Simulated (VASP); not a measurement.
# Ta4W (I4/m) in VASP: a series of runs

Runs on Ta4W. Level: PBE. Tasks: single point.

Everything below comes from runs of VASP 6.6.1. Logs are shortened: lines on timing, memory, paths and dates and some standing lists are left out, and cuts for length are marked.

## 1. The cell of the first run

It takes space group I4/m (No. 87, tetragonal). Conventional cell: a = 6.438 Å, b = 6.438 Å, c = 4.071 Å, α = 90.00°, β = 90.00°, γ = 90.00°. Ta (site symmetry m) has 9 Ta at 2.88 Å and 3 W at 2.88 Å within 3.8 Å. Within 3.8 Å of W (site symmetry 4/m) lie 12 Ta at 2.88 Å.

## 2. Single point, PBE

File INCAR:

```
  ALGO = Fast
  EDIFF = 1E-7
  ENCUT = 520
  GGA = PE
  ISIF = 2
  ISMEAR = 0
  LASPH = T
  LCHARG = F
  LREAL = F
  LWAVE = F
  NBANDS = 37
  NELM = 80
  PREC = Accurate
  SIGMA = 0.1
```

File KPOINTS:

```
k-points
0
Gamma
  6 6 6
```

File POSCAR:

```
Ta4W
1.0
   -3.2187532000      3.2187532000      2.0357182700
    3.2187532000     -3.2187532000      2.0357182700
    3.2187532000      3.2187532000     -2.0357182700
Ta W
4 1
Direct
    0.9000000000      0.7000000000      0.6000000000
    0.1000000000      0.3000000000      0.4000000000
    0.7000000000      0.1000000000      0.8000000000
    0.3000000000      0.9000000000      0.2000000000
    0.5000000000      0.5000000000      0.0000000000
```

Potentials or basis: VASP PAW PBE potentials, release 64 (Ta_pv, W_sv).

Run with:

```console
> cat potpaw_PBE.64/Ta_pv/POTCAR potpaw_PBE.64/W_sv/POTCAR > POTCAR
> mpirun -np 1 vasp_std > vasp.out
```

OUTCAR:

```text
EDIFF = 1E-7
   ENCUT = 520
   GGA = PE
   ISIF = 2
   ISMEAR = 0
   LASPH = T
   LREAL = F
   NELM = 80
   PREC = Accurate

 ion  position               nearest neighbor table
   1  0.900  0.700  0.600-   3 2.88   5 2.88   4 2.88   2 2.88   2 2.88   2 2.88   5 2.88   5 2.88
                             4 2.88   3 2.88   4 2.88   3 2.88
   2  0.100  0.300  0.400-   4 2.88   5 2.88   3 2.88   1 2.88   1 2.88   1 2.88   3 2.88   5 2.88
                             5 2.88   4 2.88   3 2.88   4 2.88
   3  0.700  0.100  0.800-   1 2.88   4 2.88   5 2.88   2 2.88   5 2.88   2 2.88   1 2.88   4 2.88
                             5 2.88   2 2.88   1 2.88   4 2.88
   4  0.300  0.900  0.200-   2 2.88   3 2.88   5 2.88   1 2.88   1 2.88   5 2.88   2 2.88   3 2.88
                             1 2.88   5 2.88   2 2.88   3 2.88
   5  0.500  0.500  0.000-   1 2.88   2 2.88   4 2.88   3 2.88   2 2.88   4 2.88   2 2.88   1 2.88
                             3 2.88   1 2.88   3 2.88   4 2.88

  LATTYP: Found a body centered tetragonal cell.
 ALAT       =     6.4375064000
 C/A-ratio  =     0.6324555328

  Lattice vectors:

 A1 = (  -3.2187532000,   3.2187532000,   2.0357182700)
 A2 = (   3.2187532000,  -3.2187532000,   2.0357182700)
 A3 = (   3.2187532000,   3.2187532000,  -2.0357182700)

Analysis of symmetry for initial positions (statically):
=====================================================================
 Subroutine PRICEL returns:
 Original cell was already a primitive cell.

 Routine SETGRP: Setting up the symmetry group for a
 body centered tetragonal supercell.

 Subroutine GETGRP returns: Found  8 space group operations
 (whereof  8 operations were pure point group operations)
 out of a pool of 16 trial point group operations.

The static configuration has the point symmetry C_4h.

Analysis of symmetry for dynamics (positions and initial velocities):
=====================================================================
 Subroutine PRICEL returns:
 Original cell was already a primitive cell.

 Routine SETGRP: Setting up the symmetry group for a
 body centered tetragonal supercell.

 Subroutine GETGRP returns: Found  8 space group operations
 (whereof  8 operations were pure point group operations)
 out of a pool of 16 trial point group operations.

The dynamic configuration has the point symmetry C_4h.

 Subroutine INISYM returns: Found  8 space group operations
 (whereof  8 operations are pure point group operations),
 and found     1 'primitive' translations

----------------------------------------------------------------------------------------

                                     Primitive cell

  volume of cell :      84.3632

  direct lattice vectors                    reciprocal lattice vectors
    -3.218753200  3.218753200  2.035718270     0.000000000  0.155339651  0.245613554
     3.218753200 -3.218753200  2.035718270     0.155339651  0.000000000  0.245613554
     3.218753200  3.218753200 -2.035718270     0.155339651  0.155339651  0.000000000

  length of vectors
     4.986471017  4.986471017  4.986471017     0.290613877  0.290613877  0.219683442

  position of ions in fractional coordinates (direct lattice)
     0.900000000  0.700000000  0.600000000
     0.100000000  0.300000000  0.400000000
     0.700000000  0.100000000  0.800000000
     0.300000000  0.900000000  0.200000000
     0.500000000  0.500000000  0.000000000

  ion indices of the primitive-cell ions
   primitive index   ion index
                 1           1
                 2           2
                 3           3
                 4           4
                 5           5

----------------------------------------------------------------------------------------

 KPOINTS: k-points

Automatic generation of k-mesh.
 Grid dimensions read from file:
 generate k-points for:    6    6    6

 Generating k-lattice:

  Cartesian coordinates                     Fractional coordinates (reciprocal lattice)
     0.000000000  0.025889942  0.040935592     0.166666667  0.000000000  0.000000000
     0.025889942  0.000000000  0.040935592     0.000000000  0.166666667  0.000000000
     0.025889942  0.025889942  0.000000000     0.000000000  0.000000000  0.166666667

  Length of vectors
     0.048435646  0.048435646  0.036613907

  Shift w.r.t. Gamma in fractional coordinates (k-lattice)
     0.000000000  0.000000000  0.000000000

 Subroutine IBZKPT returns following result:
 ===========================================

 Found     36 irreducible k-points:

 Following reciprocal coordinates:
            Coordinates               Weight
  0.000000  0.000000  0.000000      1.000000
  0.166667 -0.000000  0.000000      8.000000
  0.333333 -0.000000  0.000000      8.000000
  0.500000 -0.000000  0.000000      4.000000
  0.166667  0.166667  0.000000      8.000000
  0.333333  0.166667  0.000000      8.000000
[... 16 lines left out ...]
 -0.333333  0.333333 -0.166667      4.000000
 -0.166667  0.333333  0.166667      8.000000
 [... further k-points ...]
   k-points           NKPTS =     36   k-points in BZ     NKDIM =     36   number of bands    NBANDS=     37
   number of dos      NEDOS =    301   number of ions     NIONS =      5
   total plane-waves  NPLWV =  64000
   dimension x,y,z NGX =    40 NGY =   40 NGZ =   40
   dimension x,y,z NGXF=    80 NGYF=   80 NGZF=   80
   ions per type =               4   1
   NGX,Y,Z   is equivalent  to a cutoff of  13.34, 13.34, 13.34 a.u.
   NGXF,Y,Z  is equivalent  to a cutoff of  26.67, 26.67, 26.67 a.u.
 SYSTEM =  unknown system
   PREC   = accura    normal or accurate (medium, high low for compatibility)
   ISTART =      0    job   : 0-new  1-cont  2-samecut
   ICHARG =      2    charge: 1-file 2-atom 10-const
   ISPIN  =      1    spin polarized calculation?
   LNONCOLLINEAR =      F non collinear calculations
   LSORBIT =      F    spin-orbit coupling
   LASPH  =      T    aspherical Exc in radial PAW
   ENCUT  =  520.0 eV  38.22 Ry    6.18 a.u.   9.27  9.27  9.27*2*pi/ulx,y,z
   NELM   =     80;   NELMIN=  2; NELMDL= -5     # of ELM steps
   EDIFF  = 0.1E-06   stopping-criterion for ELM
   LREAL  =      F    real-space projection
   EDIFFG = 0.1E-05   stopping-criterion for IOM
   NSW    =      0    number of steps for IOM
   IBRION =     -1    ionic relax: 0-MD 1-quasi-New 2-CG
   NFREE  =      0    steps in history (QN), initial steepest desc. (CG)
   ISIF   =      2    stress and relaxation
   ISYM   =      2    0-nonsym 1-usesym 2-fastsym
   POTIM  = 0.5000    time-step for ionic-motion
   TEBEG  =    0.0;   TEEND  =   0.0 temperature during run
   PSTRESS=    0.0 pullay stress
   NELECT =      58.0000    total number of electrons
   NUPDOWN=      -1.0000    fix difference up-down
   EMIN   =  10.00;   EMAX   =-10.00  energy-range for DOS
   EFERMI =   0.00;   METHOD = LEGACY
   ISMEAR =     0;   SIGMA  =   0.10  broadening in eV -4-tet -1-fermi 0-gaus
   EFERMI_NEDOS =   21; number of points for ismear=-14 and -15
   IALGO  =     68    algorithm
   IMIX   =      4    mixing-type and parameters
     AMIX     =   0.40;   BMIX     =  1.00
     AMIX_MAG =   1.60;   BMIX_MAG =  1.00
  volume/ion in A,a.u.               =      16.87       113.86
  Fermi-wavevector in a.u.,A,eV,Ry     =   1.444885  2.730436 28.404766  2.087691
  Thomas-Fermi vector in A             =   2.563129
   LORBIT       =      0    0 simple, 1 ext, 2 COOP (PROOUT), +10 PAW based schemes
   GGA     = PE    functional components
   LHFCALC =     F    Hartree Fock is set to
   AEXX    =    0.0000 exact exchange contribution
   IVDW    =     0    specifies the selected vdW correction
   LEPSILON=     F    determine dielectric tensor
   LRPA    =     F    only Hartree local field effects (RPA)
 non-spin polarized calculation
 RMM-DIIS sequential band-by-band and
 Gauss-broadening in eV      SIGMA  =   0.10
  energy-cutoff  :      520.00
  volume of cell :       84.36
 maximum number of plane-waves:      2300
 NGX is ok and might be reduce to    40
   NGX = 19   NGY = 19   NGZ = 19

 number of electron      57.9999998 magnetization

 Free energy of the ion-electron system (eV)
  ---------------------------------------------------
  ext. energy  EPLUGINS =         0.00000000
  ---------------------------------------------------
  free energy    TOTEN  =       -58.28829894 eV

  energy without entropy =      -58.26049509  energy(sigma->0) =      -58.27439701

 E-fermi :   7.1895     XC(G=0): -13.0223

 val. band max:        7.1748105614   @ k =   0.1667   0.1667   0.0000
 cond. band min:       7.2315266262   @ k =  -0.1667   0.5000   0.1667
 fundamental gap:      0.0567160648
 Fermi energy:         7.1894819792

 k-point     1 :       0.0000    0.0000    0.0000
  band No.  band energies     occupation
      1     -66.3035      2.00000
      2     -30.5913      2.00000
      3     -30.5913      2.00000
      4     -30.5436      2.00000
      5     -27.1704      2.00000
      6     -27.1697      2.00000
[... 29 lines left out ...]
     36      10.1950      0.00000
     37      10.8621      0.00000

 k-point     2 :       0.1667   -0.0000    0.0000
  band No.  band energies     occupation
      1     -66.3035      2.00000
      2     -30.5914      2.00000
      3     -30.5910      2.00000
      4     -30.5511      2.00000
      5     -27.2231      2.00000
      6     -27.1606      2.00000
[... 29 lines left out ...]
     36       9.9419      0.00000
     37      10.3246      0.00000

 k-point     3 :       0.3333   -0.0000    0.0000
  band No.  band energies     occupation
      1     -66.3035      2.00000
      2     -30.5935      2.00000
      3     -30.5902      2.00000
      4     -30.5626      2.00000
      5     -27.2873      2.00000
      6     -27.1862      2.00000
[... 29 lines left out ...]
     36       9.5759      0.00000
     37       9.8469      0.00000

 k-point     4 :       0.5000   -0.0000    0.0000
  band No.  band energies     occupation
      1     -66.3035      2.00000
      2     -30.5965      2.00000
      3     -30.5897      2.00000
      4     -30.5654      2.00000
      5     -27.3062      2.00000
      6     -27.2051      2.00000
[... 29 lines left out ...]
     36       9.4201      0.00000
     37      10.1818      0.00000
[... 683 lines left out ...]
      1     -66.3036      2.00000
      2     -30.5922      2.00000
      3     -30.5777      2.00000
      4     -30.5494      2.00000
      5     -27.2203      2.00000
      6     -27.1000      2.00000
[... 29 lines left out ...]
     36      10.5023      0.00000
     37      10.5566      0.00000

 k-point    23 :      -0.3333    0.3333   -0.1667
  band No.  band energies     occupation
      1     -66.3036      2.00000
      2     -30.5918      2.00000
      3     -30.5781      2.00000
      4     -30.5494      2.00000
      5     -27.1983      2.00000
      6     -27.1012      2.00000
[... 29 lines left out ...]
     36       9.8830      0.00000
     37      10.8620      0.00000

 k-point    24 :      -0.1667    0.3333    0.1667
  band No.  band energies     occupation
      1     -66.3036      2.00000
      2     -30.5874      2.00000
      3     -30.5859      2.00000
      4     -30.5541      2.00000
      5     -27.2394      2.00000
      6     -27.1053      2.00000
[... 29 lines left out ...]
     36      10.4855      0.00000
     37      10.6890      0.00000

 [... further k-points ...]
[... 5 lines left out ...]
  --------------------------------------------------------------------------------------
  -------------------------------------------------------------------------------------
  Total       10.3685302     10.3685302     10.5893747     -0.0000000      0.0000000      0.0000000
  in kB      196.9131679    196.9131679    201.1073194     -0.0000000      0.0000000      0.0000000
  external PRESSURE =     198.3112184 kB  Pullay stress =       0.0000000 kB

 VOLUME and BASIS-vectors are now :
 -----------------------------------------------------------------------------
  energy-cutoff  :      520.00
  volume of cell :       84.36
      direct lattice vectors                 reciprocal lattice vectors
    -3.218753200  3.218753200  2.035718270     0.000000000  0.155339651  0.245613554
     3.218753200 -3.218753200  2.035718270     0.155339651  0.000000000  0.245613554
     3.218753200  3.218753200 -2.035718270     0.155339651  0.155339651  0.000000000

 POSITION                                       TOTAL-FORCE (eV/Angst)
 -----------------------------------------------------------------------------------
      1.28750      2.57500      2.03572         0.183524     -0.172674      0.000000
      1.93125      0.64375      0.00000        -0.183524      0.172674     -0.000000
      0.64375      4.50625      0.00000         0.172674      0.183524     -0.000000
      2.57500     -1.28750      2.03572        -0.172674     -0.183524     -0.000000
      0.00000      0.00000      2.03572         0.000000      0.000000      0.000000
 -----------------------------------------------------------------------------------
    total drift:                               -0.000000     -0.000000      0.000000

  FREE ENERGIE OF THE ION-ELECTRON SYSTEM (eV)
  ---------------------------------------------------
  free  energy   TOTEN  =       -58.2882989364 eV

  energy  without entropy=      -58.2604950878  energy(sigma->0) =      -58.27439701
```

Run time: 94 s. Hardware: 1 thread of Intel Xeon 6975P-C (Granite Rapids), shared host; peak memory 0.29 GiB.

Results:

```
Free energy            : -58.2883 eV
Pressure               : 19.8 GPa
Largest force          : 0.252 eV/Å
Band gap on the k mesh : zero (band 29 reaches 7.84 eV, above the bottom of band 30 at 6.64 eV)
```

Forces on the atoms (eV/Å):
```
Ta   0.184 -0.173  0.000
Ta  -0.184  0.173  0.000
Ta   0.173  0.184  0.000
Ta  -0.173 -0.184  0.000
W    0.000  0.000  0.000
```

Caveat: spin-orbit coupling is left out, which moves the levels of the heavy elements.

## 3. Single point, PBE

This run uses another cell than the first one, of 18.11 Å³/atom, 1.073 times its volume.

File INCAR:

```
ALGO     = Fast           # electronic algorithm
EDIFF    = 1E-7           # SCF threshold, eV
ENCUT    = 520            # plane-wave cutoff, eV
GGA      = PE             # functional
ISIF     = 2              # what is computed and relaxed
ISMEAR   = 0              # smearing method
LASPH    = T              # aspherical terms in the spheres
LCHARG   = T              # write CHGCAR
LELF     = T              # ELF
LREAL    = F              # projectors in reciprocal space
LVHAR    = T            
LWAVE    = F              # write WAVECAR
NBANDS   = 37             # bands
NELM     = 100            # most SCF steps
PREC     = Accurate       # precision mode
SIGMA    = 0.1            # smearing width, eV
```

KPOINTS is that of step 2.

File POSCAR:

```
Ta4W
1.0
   -3.0887915216      3.0887915216      2.3725771131
    3.0887915216     -3.0887915216      2.3725771131
    3.0887915216      3.0887915216     -2.3725771131
Ta W
4 1
Direct
    0.8877938029      0.6971196136      0.5849134165
    0.1122061971      0.3028803864      0.4150865835
    0.6971196136      0.1122061971      0.8093258107
    0.3028803864      0.8877938029      0.1906741893
    0.5000000000      0.5000000000      0.0000000000
```

Potentials or basis: VASP PAW PBE potentials, release 64 (Ta_pv, W_sv).

Run with:

```console
> cat potpaw_PBE.64/Ta_pv/POTCAR potpaw_PBE.64/W_sv/POTCAR > POTCAR
> mpirun -np 1 vasp_std > vasp.out
```

It took 92 s on 1 thread of Intel Xeon 6975P-C (Granite Rapids), shared host; peak memory 0.3 GiB.

The run converged. Its results:

```
Free energy            : -59.3578 eV
Pressure               : 0.4 GPa
Largest force          : 0.021 eV/Å
Band gap on the k mesh : zero (band 29 reaches 7.05 eV, above the bottom of band 30 at 5.93 eV)
```

Forces on the atoms (eV/Å):
```
Ta   0.013  0.016  0.000
Ta  -0.013 -0.016  0.000
Ta  -0.016  0.013  0.000
Ta   0.016 -0.013  0.000
W    0.000  0.000  0.000
```

Levels at points of the mesh, in eV from the Fermi level:
```csv
k point,band 27,band 28,band 29,band 30,band 31,band 32
"(0.00, 0.00, 0.00)",-0.82,-0.54,-0.54,-0.43,1.13,1.57
"(0.50, 0.00, 0.00)",-1.00,-0.86,-0.55,-0.28,0.95,1.58
"(0.50, 0.50, 0.00)",-1.14,-0.90,-0.35,0.40,2.28,2.41
"(0.50, 0.50, 0.50)",-0.28,-0.24,0.52,0.52,0.99,2.08
```

Caveat: spin-orbit coupling is left out, which moves the levels of the heavy elements.
